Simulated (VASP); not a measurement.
Write the native input for VASP 6.6.1 that does the following.

```yaml
Task: single point
Functional: r2SCAN
Potentials_or_basis: VASP PAW PBE potentials, release 64 (Ge_d)
Cutoff: 520 eV
k_mesh: 10 × 10 × 10
Occupations: gaussian, width 0.05 eV
Spin: no spin polarisation
Dipole_correction: no
Further_INCAR_settings: ALGO = Normal; EDIFF = 1e-06; NBANDS = 21
```

Crystal: Ge.

```
CELL_PARAMETERS angstrom
0.00000 2.81463 2.82877
2.84291 0.00000 2.82877
2.84291 2.81463 0.00000
ATOMIC_POSITIONS crystal
Ge 0.50000 0.50000 0.50000
Ge 0.75000 0.75000 0.75000
```

This cell differs from its parent crystal: strain +0.0050 x Voigt [1, -1, 0, 0, 0, 0].

One way to write it, as run:

POSCAR

```
Ge
1.0
    0.0000000000      2.8146261500      2.8287700000
    2.8429138500      0.0000000000      2.8287700000
    2.8429138500      2.8146261500      0.0000000000
Ge
2
Direct
    0.5000000000      0.5000000000      0.5000000000
    0.7500000000      0.7500000000      0.7500000000
```

INCAR.step1

```
PREC = Accurate ; ENCUT = 520
ISMEAR = 0 ; SIGMA = 0.05
LREAL = F ; LASPH = T
NELM = 60 ; NBANDS = 21
GGA = PE ; ALGO = Normal
EDIFF = 1E-4 ; LWAVE = T
LCHARG = F
```

INCAR.step2

```
PREC = Accurate ; ENCUT = 520
EDIFF = 1E-6 ; ISMEAR = 0
SIGMA = 0.05 ; LREAL = F
LASPH = T ; NELM = 60
ALGO = Normal ; ISIF = 2
LWAVE = F ; LCHARG = F
METAGGA = R2SCAN ; LMIXTAU = T
NBANDS = 21 ; ISTART = 1
```

KPOINTS

```
regular mesh
0
Gamma
  10 10 10
```

Potentials or basis: VASP PAW PBE potentials, release 64 (Ge_d).

Run with:

```console
$ cat potpaw_PBE.64/Ge_d/POTCAR > POTCAR
$ cp INCAR.step1 INCAR
$ mpirun -np 1 vasp_std > vasp.out
$ cp INCAR.step2 INCAR
$ mpirun -np 1 vasp_std > vasp.out
```

It gave:

```yaml
Pressure: 0.7 GPa
Band_gap_on_the_k_mesh: 0.36 eV
```

Caveat: the cell differs from its parent crystal (strain +0.0050 x Voigt [1, -1, 0, 0, 0, 0]); the PAW data sets were made with another functional, which shifts forces and pressure a little.

It took 5.2 min on 1 thread of AMD EPYC 9R45 96-Core Processor (Zen 5), on a shared host, peak memory 0.23 GiB.
